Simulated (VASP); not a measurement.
Wanted: the native input for a VASP 6.6.1 run.

```
Task                   : single point
Functional             : LDA
Potentials or basis    : VASP PAW LDA potentials, release 64 (Ti_sv, Rh_pv)
Cutoff                 : 520 eV
k mesh                 : 6 × 6 × 6
Occupations            : methfessel-paxton, width 0.05 eV
Spin                   : no spin polarisation
Dipole correction      : no
Further INCAR settings : ALGO = Normal; EDIFF = 1e-06; NBANDS = 36
```

The structure of TiRh3 lies in POSCAR:

```
TiRh3
1.0
    3.8220000000      0.0000000000      0.0000000000
    0.0000000000      3.8220000000      0.0000000000
    0.0000000000      0.0000000000      3.8220000000
Ti Rh
1 3
Direct
    0.0000000000      0.0000000000      0.0000000000
    0.0000000000      0.5000000000      0.5000000000
    0.5000000000      0.0000000000      0.5000000000
    0.5000000000      0.5000000000      0.0000000000
```

The input as run:

INCAR

```
SYSTEM = TiRh3
PREC     = Accurate       ! precision mode
ENCUT    = 520            ! plane-wave cutoff, eV
EDIFF    = 1E-6           ! SCF threshold, eV
ISMEAR   = 1              ! smearing method
SIGMA    = 0.05           ! smearing width, eV
LREAL    = .FALSE.        ! projectors in reciprocal space
LASPH    = .TRUE.         ! aspherical terms in the spheres
NELM     = 60             ! most SCF steps
ALGO     = Normal         ! electronic algorithm
ISIF     = 2              ! what is computed and relaxed
LWAVE    = .FALSE.        ! write WAVECAR
LCHARG   = .FALSE.        ! write CHGCAR
GGA      = CA             ! functional
NBANDS   = 36             ! bands
```

KPOINTS

```
regular mesh
0
G
  6 6 6
  0 0 0
```

Potentials or basis: VASP PAW LDA potentials, release 64 (Ti_sv, Rh_pv).

Run with:

```sh
$ cat potpaw_LDA.64/Ti_sv/POTCAR potpaw_LDA.64/Rh_pv/POTCAR > POTCAR
$ mpirun -np 1 vasp_std > vasp.out
```

Results of the run:

* Pressure: -9.6 GPa

It took 86 s on 1 thread of AMD EPYC 7R13, with other jobs on the host, peak memory 0.13 GiB.
